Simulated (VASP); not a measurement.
# MgO (CsCl type) (Pm-3m) in VASP: relaxation of cell and atoms with PBE

Aim: the relaxation of cell and atoms of MgO (CsCl type) with PBE.

Program: VASP 6.6.1. These are calculated values, not measurements. Logs are shortened: lines on timing, memory, paths and dates and some standing lists are left out, and cuts for length are marked.

## Step 1: The cell of the first run

The structure is cubic, space group Pm-3m (No. 221). Conventional cell: a = 2.781 Å, b = 2.781 Å, c = 2.781 Å, α = 90.00°, β = 90.00°, γ = 90.00°. Within 3.2 Å of Mg (site symmetry m-3m) lie 8 O at 2.41 Å and 6 Mg at 2.78 Å. O (site symmetry m-3m) has 8 Mg at 2.41 Å and 6 O at 2.78 Å within 3.2 Å.

## Step 2: Relaxation of cell and atoms, PBE

The input, INCAR:

```
SYSTEM = MgO
ALGO = Normal ; EDIFF = 1E-6
EDIFFG = -0.005 ; ENCUT = 600
GGA = PE ; IBRION = 2
ISIF = 3 ; ISMEAR = -1
LASPH = .True. ; LCHARG = .False.
LREAL = .False. ; LWAVE = .False.
NELM = 80 ; NSW = 60
PREC = Accurate ; SIGMA = 0.08
```

The input, KPOINTS:

```
k-points
0
Gamma
  15 15 15
  0 0 0
```

The input, POSCAR:

```
MgO
1.0
    2.7810396356      0.0000000000      0.0000000000
    0.0000000000      2.7810396356      0.0000000000
    0.0000000000      0.0000000000      2.7810396356
Mg O
1 1
Direct
    0.0000000000      0.0000000000      0.0000000000
    0.5000000000      0.5000000000      0.5000000000
```

Potentials or basis: VASP PAW PBE potentials, release 64 (Mg, O).

Run with:

```
cat potpaw_PBE.64/Mg/POTCAR potpaw_PBE.64/O/POTCAR > POTCAR
mpirun -np 1 vasp_std > vasp.out
```

OUTCAR:

```text
SYSTEM = MgO
   EDIFF = 1E-6
   EDIFFG = -0.005
   ENCUT = 600
   GGA = PE
   IBRION = 2
   ISIF = 3
   ISMEAR = -1
   LASPH = .True.
   LREAL = .False.
   NELM = 80
   NSW = 60
   PREC = Accurate

 ion  position               nearest neighbor table
   1  0.000  0.000  0.000-   2 2.41   2 2.41   2 2.41   2 2.41   2 2.41   2 2.41   2 2.41   2 2.41

   2  0.500  0.500  0.500-   1 2.41   1 2.41   1 2.41   1 2.41   1 2.41   1 2.41   1 2.41   1 2.41

  LATTYP: Found a simple cubic cell.
 ALAT       =     2.7810396356

  Lattice vectors:

 A1 = (   2.7810396356,   0.0000000000,   0.0000000000)
 A2 = (   0.0000000000,   2.7810396356,   0.0000000000)
 A3 = (   0.0000000000,   0.0000000000,   2.7810396356)

Analysis of symmetry for initial positions (statically):
=====================================================================
 Subroutine PRICEL returns:
 Original cell was already a primitive cell.

 Routine SETGRP: Setting up the symmetry group for a
 simple cubic supercell.

 Subroutine GETGRP returns: Found 48 space group operations
 (whereof 48 operations were pure point group operations)
 out of a pool of 48 trial point group operations.

The static configuration has the point symmetry O_h .

Analysis of symmetry for dynamics (positions and initial velocities):
=====================================================================
 Subroutine PRICEL returns:
 Original cell was already a primitive cell.

 Routine SETGRP: Setting up the symmetry group for a
 simple cubic supercell.

 Subroutine GETGRP returns: Found 48 space group operations
 (whereof 48 operations were pure point group operations)
 out of a pool of 48 trial point group operations.

The dynamic configuration has the point symmetry O_h .

 Subroutine INISYM returns: Found 48 space group operations
 (whereof 48 operations are pure point group operations),
 and found     1 'primitive' translations

----------------------------------------------------------------------------------------

                                     Primitive cell

  volume of cell :      21.5091

  direct lattice vectors                    reciprocal lattice vectors
     2.781039636  0.000000000  0.000000000     0.359577759  0.000000000  0.000000000
     0.000000000  2.781039636  0.000000000     0.000000000  0.359577759  0.000000000
     0.000000000  0.000000000  2.781039636     0.000000000  0.000000000  0.359577759

  length of vectors
     2.781039636  2.781039636  2.781039636     0.359577759  0.359577759  0.359577759

  position of ions in fractional coordinates (direct lattice)
     0.000000000  0.000000000  0.000000000
     0.500000000  0.500000000  0.500000000

  ion indices of the primitive-cell ions
   primitive index   ion index
                 1           1
                 2           2

----------------------------------------------------------------------------------------

 KPOINTS: k-points

Automatic generation of k-mesh.
 Grid dimensions read from file:
 generate k-points for:   15   15   15

 Generating k-lattice:

  Cartesian coordinates                     Fractional coordinates (reciprocal lattice)
     0.023971851  0.000000000  0.000000000     0.066666667  0.000000000  0.000000000
     0.000000000  0.023971851  0.000000000     0.000000000  0.066666667  0.000000000
     0.000000000  0.000000000  0.023971851     0.000000000  0.000000000  0.066666667

  Length of vectors
     0.023971851  0.023971851  0.023971851

  Shift w.r.t. Gamma in fractional coordinates (k-lattice)
     0.000000000  0.000000000  0.000000000

 Subroutine IBZKPT returns following result:
 ===========================================

 Found    120 irreducible k-points:

 Following reciprocal coordinates:
            Coordinates               Weight
  0.000000  0.000000  0.000000      1.000000
  0.066667  0.000000  0.000000      6.000000
  0.133333  0.000000  0.000000      6.000000
  0.200000  0.000000  0.000000      6.000000
  0.266667  0.000000  0.000000      6.000000
  0.333333  0.000000  0.000000      6.000000
[... 16 lines left out ...]
  0.266667  0.200000  0.000000     24.000000
  0.333333  0.200000  0.000000     24.000000
 [... further k-points ...]
   k-points           NKPTS =    120   k-points in BZ     NKDIM =    120   number of bands    NBANDS=      8
   number of dos      NEDOS =    301   number of ions     NIONS =      2
   total plane-waves  NPLWV =  13824
   dimension x,y,z NGX =    24 NGY =   24 NGZ =   24
   dimension x,y,z NGXF=    48 NGYF=   48 NGZF=   48
   ions per type =               1   1
   NGX,Y,Z   is equivalent  to a cutoff of  14.35, 14.35, 14.35 a.u.
   NGXF,Y,Z  is equivalent  to a cutoff of  28.69, 28.69, 28.69 a.u.
 SYSTEM =  MgO
   PREC   = accura    normal or accurate (medium, high low for compatibility)
   ISTART =      0    job   : 0-new  1-cont  2-samecut
   ICHARG =      2    charge: 1-file 2-atom 10-const
   ISPIN  =      1    spin polarized calculation?
   LNONCOLLINEAR =      F non collinear calculations
   LSORBIT =      F    spin-orbit coupling
   LASPH  =      T    aspherical Exc in radial PAW
   ENCUT  =  600.0 eV  44.10 Ry    6.64 a.u.   5.55  5.55  5.55*2*pi/ulx,y,z
   NELM   =     80;   NELMIN=  2; NELMDL= -5     # of ELM steps
   EDIFF  = 0.1E-05   stopping-criterion for ELM
   LREAL  =      F    real-space projection
   EDIFFG = -.5E-02   stopping-criterion for IOM
   NSW    =     60    number of steps for IOM
   IBRION =      2    ionic relax: 0-MD 1-quasi-New 2-CG
   NFREE  =      1    steps in history (QN), initial steepest desc. (CG)
   ISIF   =      3    stress and relaxation
   ISYM   =      2    0-nonsym 1-usesym 2-fastsym
   POTIM  = 0.5000    time-step for ionic-motion
   TEBEG  =    0.0;   TEEND  =   0.0 temperature during run
   PSTRESS=    0.0 pullay stress
   NELECT =       8.0000    total number of electrons
   NUPDOWN=      -1.0000    fix difference up-down
   EMIN   =  10.00;   EMAX   =-10.00  energy-range for DOS
   EFERMI =   0.00;   METHOD = LEGACY
   ISMEAR =    -1;   SIGMA  =   0.08  broadening in eV -4-tet -1-fermi 0-gaus
   EFERMI_NEDOS =   21; number of points for ismear=-14 and -15
   IALGO  =     38    algorithm
   IMIX   =      4    mixing-type and parameters
     AMIX     =   0.40;   BMIX     =  1.00
     AMIX_MAG =   1.60;   BMIX_MAG =  1.00
  volume/ion in A,a.u.               =      10.75        72.58
  Fermi-wavevector in a.u.,A,eV,Ry     =   1.177328  2.224828 18.859067  1.386102
  Thomas-Fermi vector in A             =   2.313677
   LORBIT       =      0    0 simple, 1 ext, 2 COOP (PROOUT), +10 PAW based schemes
   GGA     = PE    functional components
   LHFCALC =     F    Hartree Fock is set to
   AEXX    =    0.0000 exact exchange contribution
   IVDW    =     0    specifies the selected vdW correction
   LEPSILON=     F    determine dielectric tensor
   LRPA    =     F    only Hartree local field effects (RPA)
 conjugate gradient relaxation of ions
 non-spin polarized calculation
  energy-cutoff  :      600.00
  volume of cell :       21.51
 maximum number of plane-waves:       739
 NGX is ok and might be reduce to    24
   NGX = 11   NGY = 11   NGZ = 11

--------------------------------------- Ionic step        1  -------------------------------------------

 number of electron       8.0000000 magnetization

 Free energy of the ion-electron system (eV)
  ---------------------------------------------------
  ext. energy  EPLUGINS =         0.00000000
  ---------------------------------------------------
  free energy    TOTEN  =       -10.26235581 eV

  energy without entropy =      -10.26235217  energy(sigma->0) =      -10.26235399

------------------------ aborting loop because EDIFF is reached ----------------------------------------

  FORCE on cell =-STRESS in cart. coord.  units (eV):
  Direction    XX          YY          ZZ          XY          YZ          ZX
  --------------------------------------------------------------------------------------
  -------------------------------------------------------------------------------------
  Total       -1.9898639     -1.9898639     -1.9898639      0.0000000     -0.0000000      0.0000000
  in kB     -148.2219138   -148.2219138   -148.2219138      0.0000000     -0.0000000      0.0000000
  external PRESSURE =    -148.2219138 kB  Pullay stress =       0.0000000 kB
[... 57 lines left out ...]
  energy  without entropy=      -10.4098209964  energy(sigma->0) =      -10.40982100

--------------------------------------- Ionic step        3  -------------------------------------------

 number of electron       8.0000002 magnetization

 Free energy of the ion-electron system (eV)
  ---------------------------------------------------
  ext. energy  EPLUGINS =         0.00000000
  ---------------------------------------------------
  free energy    TOTEN  =       -10.41019443 eV

  energy without entropy =      -10.41019443  energy(sigma->0) =      -10.41019443

 E-fermi :   6.1062     XC(G=0): -11.2052

 val. band max:        4.7928156413   @ k =   0.4667   0.4667   0.0000
 cond. band min:       7.1197993054   @ k =   0.0000   0.0000   0.0000
 fundamental gap:      2.3269836641
 Fermi energy:         6.1062195390

 k-point     1 :       0.0000    0.0000    0.0000
  band No.  band energies     occupation
      1     -13.5529      2.00000
      2       3.8236      2.00000
      3       3.8236      2.00000
      4       3.8236      2.00000
      5       7.1198      0.00001
      6      15.2135      0.00000
      7      15.2135      0.00000
      8      24.7384      0.00000
[... 243 lines left out ...]
 k-point    24 :       0.3333    0.2000    0.0000
  band No.  band energies     occupation
      1     -12.4281      2.00000
      2      -0.0897      2.00000
      3       2.3404      2.00000
      4       4.3197      2.00000
      5      11.4893      0.00000
      6      14.6042      0.00000
      7      16.6722      0.00000
      8      22.5456      0.00000

 [... further k-points ...]

------------------------ aborting loop because EDIFF is reached ----------------------------------------

  FORCE on cell =-STRESS in cart. coord.  units (eV):
  Direction    XX          YY          ZZ          XY          YZ          ZX
  --------------------------------------------------------------------------------------
  -------------------------------------------------------------------------------------
  Total        0.0027182      0.0027182      0.0027182      0.0000000     -0.0000000     -0.0000000
  in kB        0.2331440      0.2331440      0.2331440      0.0000000     -0.0000000     -0.0000000
  external PRESSURE =       0.2331440 kB  Pullay stress =       0.0000000 kB
[... 17 lines left out ...]
  FREE ENERGIE OF THE ION-ELECTRON SYSTEM (eV)
  ---------------------------------------------------
  free  energy   TOTEN  =       -10.4101944337 eV

  energy  without entropy=      -10.4101944283  energy(sigma->0) =      -10.41019443

 reached required accuracy - stopping structural energy minimisation
```

It took 13 s on 1 thread of Intel Xeon 6975P-C (Granite Rapids), shared host; peak memory 0.17 GiB.

Results:

- Free energy: -10.4102 eV
- Relaxed volume: 9.34 Å³/atom
- Relaxed cell: a = 2.653 Å, b = 2.653 Å, c = 2.653 Å, α = 90.00°, β = 90.00°, γ = 90.00°
- Space group after relaxing (to 0.05 Å): Pm-3m (No. 221)
- Energy gained by relaxing: 73.9 meV/atom
- Ionic steps: 3
- Pressure after relaxing: 0.0 GPa
- Band gap on the k mesh: 2.33 eV, indirect (least direct gap 3.30 eV)

The path:
| step | energy change (eV) | largest force (eV/Å) | pressure (GPa) | volume (Å³) |
| --- | --- | --- | --- | --- |
| 1 | 0.0000 | 0.0000 | -14.82 | 21.51 |
| 2 | -0.1475 | 0.0000 | 0.96 | 18.56 |
| 3 | -0.1478 | 0.0000 | 0.02 | 18.68 |

Final structure:
```
Mg O
1.0
     2.65330    0.00000    0.00000
     0.00000    2.65330    0.00000
     0.00000    0.00000    2.65330
Mg O
1 1
Direct
  0.00000 0.00000 0.00000
  0.50000 0.50000 0.50000
```

A k mesh can miss the band edges.
